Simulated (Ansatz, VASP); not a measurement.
**One calculation of MgO, two programs**

Contents of INCAR:

```
  PREC = Accurate
  ENCUT = 840
  EDIFF = 1E-6
  ISMEAR = -1
  SIGMA = 0.02
  LREAL = False
  LASPH = True
  NELM = 120
  ALGO = Normal
  ISIF = 2
  LWAVE = False
  LCHARG = False
  GGA = PE
  NBANDS = 15
  GGA_COMPAT = False
```

The input KPOINTS:

```
Automatic mesh
0
Gamma
  10 10 10
```

File POSCAR:

```
MgO
1.0
    0.0000000000      2.1021680256      2.1021680256
    1.9825546649      0.0000000000      2.1021680256
    1.9825546649      2.1021680256      0.0000000000
Mg O
1 1
Direct
    0.0000000000      0.0000000000      0.0000000000
    0.5000000000      0.5000000000      0.5000000000
```

Input for Ansatz:

```yaml
crystal:
  lattice:
    - [0.0, 2.1021680256, 2.1021680256]
    - [1.9825546649, 0.0, 2.1021680256]
    - [1.9825546649, 2.1021680256, 0.0]
  atoms:
    - { symbol: Mg, position: [0.0, 0.0, 0.0] }
    - { symbol: O, position: [0.5, 0.5, 0.5] }
kpoints:
  mp_grid: { grid: [10, 10, 10] }
  band_path:
    path:
      - [0.0, 0.0, 0.0]
      - [0.5, 0.0, 0.5]
      - [0.625, 0.25, 0.625]
      - [0.375, 0.375, 0.75]
      - [0.5, 0.5, 0.5]
      - [0.5, 0.25, 0.75]
    npoints: 1
hamiltonian:
  xc: pbe
scf:
  occupations: { method: fermi_dirac, width: 0.02 }
  n_extra_bands: 4
output:
  forces: true
  stress: true
  eigenvalues: true
```

Change from the starting cell: uniaxial_x strain -5.7%.

Alike in both runs: task single point; functional PBE; k mesh 10 × 10 × 10; occupations fermi-dirac, width 0.02 eV; no spin polarisation.

|  | VASP | Ansatz |
| --- | --- | --- |
| version | VASP 6.6.1 | Ansatz 0.2.0 |
| potentials or method | VASP PAW PBE potentials, release 64 (Mg_sv, O) | plane waves, PAW |
| plane-wave cutoff (eV) | 840 | 420 |
| valence electrons in the cell | 16 | 16 |

Ansatz gave:

```
gap on the k mesh at the Fermi level (eV)                     : 5.32
pressure (GPa)                                                : 18.3
traceless stress, the component that is largest in VASP (GPa) : 12.83
```

Task: What did VASP give for the same quantities?

Result: gap on the k mesh at the Fermi level (eV): 5.32; pressure (GPa): 18.6; traceless stress, the component that is largest in VASP (GPa): 13.04.

With one functional, cell and mesh, what is left measures potentials, basis and numerics.
